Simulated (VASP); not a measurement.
Runs of VASP 6.6.1 on SiSe. The structure is that of space group P-6m2 (No. 187), or close to it. The cells are those of the table. 

| level | spin | cell | k mesh | smearing | grid for exact exchange (PRECFOCK) | share of exact exchange | gap on the mesh (eV) | pressure (GPa) |
| --- | --- | --- | --- | --- | --- | --- | --- | --- |
| r2SCAN | off | a = 3.594, b = 3.594, c = 3.608 Å, angles 90.0, 90.0, 120.0°, 2 atoms | 9 × 9 × 7 | fermi-dirac 0.05 eV | - | - | none | 0.0 |
| r2SCAN0 | off | a = 3.643, b = 3.643, c = 3.646 Å, angles 90.0, 90.0, 120.0°, 2 atoms | 5 × 5 × 4 | fermi-dirac 0.05 eV | Normal | 0.25 | none | (a) |
| r2SCAN+D4 | off | a = 3.580, b = 3.580, c = 3.607 Å, angles 90.0, 90.0, 120.0°, 2 atoms | 9 × 9 × 7 | fermi-dirac 0.05 eV | - | - | none | 0.0 |
| PBEsol | off | a = 3.595, b = 3.595, c = 3.599 Å, angles 90.0, 90.0, 120.0°, 2 atoms | 7 × 7 × 6 | methfessel-paxton 0.05 eV | - | - | none | -3.5 |
| r2SCAN0 | off | a = 3.619, b = 3.619, c = 3.623 Å, angles 90.0, 90.0, 120.0°, 2 atoms | 5 × 5 × 4 | fermi-dirac 0.05 eV | Normal | 0.25 | none | -4.2 |
| r2SCAN | non-collinear, zero start, SOC | a = 3.595, b = 3.595, c = 3.599 Å, angles 90.0, 90.0, 120.0°, 2 atoms | 8 × 8 × 7 | gaussian 0.05 eV | - | - | - | 0.0 |
| r2SCAN+D3(BJ) | off | a = 3.558, b = 3.558, c = 3.591 Å, angles 90.0, 90.0, 120.0°, 2 atoms | 9 × 9 × 7 | fermi-dirac 0.05 eV | - | - | none | 0.0 |
| r2SCAN0 | off | a = 3.571, b = 3.571, c = 3.575 Å, angles 90.0, 90.0, 120.0°, 2 atoms | 5 × 5 × 4 | fermi-dirac 0.05 eV | Normal | 0.25 | none | -1.5 |

Alike in all rows: task single point; potentials or basis VASP PAW PBE potentials, release 64 (Si, Se); cutoff (eV) 520.

Task: Estimate the missing entries.

Result: (a) -5.3.

Caveats: some runs use coarse meshes; the PAW data sets were made with another functional, which shifts forces and pressure a little; the cell stands under tension (at least some runs).

A k mesh can miss the band edges, and rows without SOC leave out spin-orbit coupling on Se.

A gap of «none» marks levels without a gap at the run's occupations.
